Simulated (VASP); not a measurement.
# SbTe2O3: relaxation of cell and atoms with PBE

SbTe2O3:

```
CELL_PARAMETERS angstrom
5.50978 0.00000 0.00000
-2.75489 4.77161 0.00000
0.00000 0.00000 3.68279
ATOMIC_POSITIONS crystal
Sb 0.00000 0.00000 0.00000
Te 0.33333 0.66667 0.50000
Te 0.66667 0.33333 0.50000
O 0.50000 0.00000 0.00000
O 0.00000 0.50000 0.00000
O 0.50000 0.50000 0.00000
```

The cell was generated, and may not be a known phase.

| Property | Result |
| --- | --- |
| Program | VASP 6.6.1 |
| Task | relaxation of cell and atoms |
| Functional | PBE |
| Potentials or basis | VASP PAW PBE potentials, release 64 (Sb, Te, O) |
| Cutoff | 600 eV |
| k mesh | 12 × 12 × 10 |
| Occupations | gaussian, width 0.1 eV |
| Spin | no spin polarisation |
| Dipole correction | no |
| Further INCAR settings | ALGO = Normal; EDIFF = 1e-07; IBRION = 2; EDIFFG = -0.01; NSW = 100; ISIF = 3 |

| Item | Value |
| --- | --- |
| Relaxed volume | 16.11 Å³/atom |
| Relaxed cell | a = 5.542 Å, b = 5.542 Å, c = 3.635 Å, α = 90.00°, β = 90.00°, γ = 120.00° |
| Space group after relaxing (to 0.1 Å) | P6/mmm (No. 191) |
| Energy gained by relaxing | 1.3 meV/atom |
| Ionic steps | 5 |
| Pressure after relaxing | 0.0 GPa |
| Band gap on the k mesh | zero (an odd number of electrons rules out a gap without spin polarisation) |

The path:
```
step  energy change (eV)  largest force (eV/Å)  pressure (GPa)  volume (Å³)
   1              0.0000                0.0000           -0.75        96.82
   2             -0.0047                0.0000            0.72        95.76
   3             -0.0049                0.0000            0.43        95.96
   4             -0.0069                0.0000            0.22        96.30
   5             -0.0075                0.0000            0.01        96.67
```

Final structure:
```cif
data_structure
_symmetry_space_group_name_H-M 'P 1'
_symmetry_Int_Tables_number 1
_cell_length_a 5.5417
_cell_length_b 5.5417
_cell_length_c 3.6346
_cell_angle_alpha 90.000
_cell_angle_beta 90.000
_cell_angle_gamma 120.000
_cell_volume 96.67
loop_
_atom_site_label
_atom_site_type_symbol
_atom_site_fract_x
_atom_site_fract_y
_atom_site_fract_z
_atom_site_occupancy
Sb1 Sb 0.00000 0.00000 0.00000 1
Te1 Te 0.33333 0.66667 0.50000 1
Te2 Te 0.66667 0.33333 0.50000 1
O1 O 0.50000 0.00000 0.00000 1
O2 O 0.00000 0.50000 0.00000 1
O3 O 0.50000 0.50000 0.00000 1
```

Levels at points of the mesh, in eV from the Fermi level:
```
           k point  band 16  band 17  band 18  band 19  band 20  band 21
(0.00, 0.00, 0.00)    -2.55    -2.49     0.22     0.92     0.92     1.91
(0.50, 0.00, 0.00)    -2.19    -0.79    -0.25     1.50     1.72     1.81
(0.00, 0.00, 0.50)    -1.46    -1.46    -0.98    -0.08     1.60     1.60
(0.50, 0.00, 0.50)    -2.43     0.10     0.36     0.39     1.25     1.52
```

Run time: 28 min on 1 thread of Intel Xeon 8259CL, on a shared host, peak memory 0.48 GiB.

Caveat: spin-orbit coupling is left out, which moves the levels of the heavy elements; an odd number of electrons without spin polarisation forces a metal; a magnetic or distorted state may lie lower.
